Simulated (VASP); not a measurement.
# BiTe: single point with r2SCAN

BiTe:

```
CELL_PARAMETERS angstrom
2.48328 1.43372 3.15143
-2.48328 1.43372 3.15143
0.00000 -2.86744 3.15143
ATOMIC_POSITIONS crystal
Bi 0.50000 0.50000 0.50000
Te 0.00000 0.00000 0.00000
```

This cell differs from its parent crystal: strain +0.025 along x and y, -0.050 along z.

```
Program             : VASP 6.6.1
Task                : single point
Functional          : r2SCAN
Potentials or basis : VASP PAW PBE potentials, release 64 (Bi_d, Te)
Cutoff              : 520 eV
k mesh              : 12 × 12 × 12
Occupations         : gaussian, width 0.15 eV
Spin                : no spin polarisation
```

```yaml
Pressure: -1.5 GPa
```

Stress tensor (GPa, compression positive):
```
-2.23  0.00  0.00
 0.00 -2.23  0.00
 0.00  0.00 -0.02
```

Levels at points of the mesh, in eV from the Fermi level:
| k point | band 6 | band 7 | band 8 | band 9 | band 10 | band 11 | band 12 | band 13 | band 14 | band 15 |
| --- | --- | --- | --- | --- | --- | --- | --- | --- | --- | --- |
| (0.00, 0.00, 0.00) | -14.00 | -8.56 | -3.19 | -3.19 | -1.50 | 1.90 | 2.95 | 2.95 | 4.28 | 4.28 |
| (0.50, 0.00, 0.00) | -11.99 | -11.80 | -1.91 | -1.89 | -0.94 | -0.81 | -0.50 | 0.76 | 6.91 | 6.93 |
| (0.50, 0.50, 0.00) | -12.06 | -10.31 | -5.77 | -4.86 | -3.09 | 2.87 | 3.01 | 3.71 | 4.52 | 8.27 |
| (0.50, 0.50, 0.50) | -11.48 | -11.19 | -2.64 | -2.64 | -2.52 | -1.76 | -1.50 | -1.50 | 9.05 | 9.48 |

Run time: 6.2 min on 1 thread of Intel(R) Xeon(R) Platinum 8259CL CPU @ 2.50GHz (Skylake/Cascade Lake) (shared host), peak memory 0.36 GiB.

Caveat: the cell differs from its parent crystal (strain +0.025 along x and y, -0.050 along z); the PAW data sets were made with another functional, which shifts forces and pressure a little; spin-orbit coupling is left out, which moves the levels of the heavy elements.
